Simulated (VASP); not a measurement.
Wanted: the native input for a VASP 6.6.1 run.

* Task: single point
* Functional: PBE
* Potentials or basis: VASP PAW PBE potentials, release 64 (Sn_d, Se, S)
* Cutoff: 520 eV
* k mesh: 4 × 2 × 2
* Occupations: gaussian, width 0.1 eV
* Spin: no spin polarisation
* Dipole correction: no
* Further INCAR settings: ALGO = Normal; EDIFF = 1e-06; NBANDS = 50

The structure of Sn4Se3S lies in POSCAR:

```
Sn4Se3S
1.0
    4.4064975098     -0.0181202067      0.0009028178
   -0.0176752333      6.4200194800      1.1908456737
   -0.0068525956      1.7045826515      8.2710356345
Sn Se S
4 3 1
Direct
    0.0236804742      0.0135276226      0.0709732754
    0.5495995778      0.4932711682      0.1691593284
    0.0323821177      0.0086533906      0.5720112308
    0.5534562965      0.4955894422      0.6831165260
    0.4592758199      0.0413641248      0.3104705723
   -0.0324741470      0.4597714881      0.4383953898
    0.4589779452      0.0439245595      0.8118163938
   -0.0448980845      0.4438982040     -0.0559427166
```

The input as run:

INCAR

```
PREC = Accurate ; ENCUT = 520
EDIFF = 1E-6 ; ISMEAR = 0
SIGMA = 0.1 ; LREAL = F
LASPH = T ; NELM = 80
ALGO = Normal ; ISIF = 2
LWAVE = F ; LCHARG = F
GGA = PE ; NBANDS = 50
```

KPOINTS

```
Automatic mesh
0
Gamma
  4 2 2
```

Potentials or basis: VASP PAW PBE potentials, release 64 (Sn_d, Se, S).

Command:

```bash
$ cat potpaw_PBE.64/Sn_d/POTCAR potpaw_PBE.64/Se/POTCAR potpaw_PBE.64/S/POTCAR > POTCAR
$ mpirun -np 1 vasp_std > vasp.out
```

Results of the run:

| Quantity | Value |
| --- | --- |
| Pressure | 0.1 GPa |
| Largest force | 0.034 eV/Å |
| Band gap on the k mesh | 0.78 eV, indirect (least direct gap 0.98 eV) |

Caveat: the k points lie up to 0.52 Å⁻¹ apart; spin-orbit coupling is left out, which moves the levels of the heavy elements.

Run time: 89 s on 1 thread of AMD EPYC 9R45 96-Core Processor (Zen 5), with other jobs on the host, peak memory 0.36 GiB.
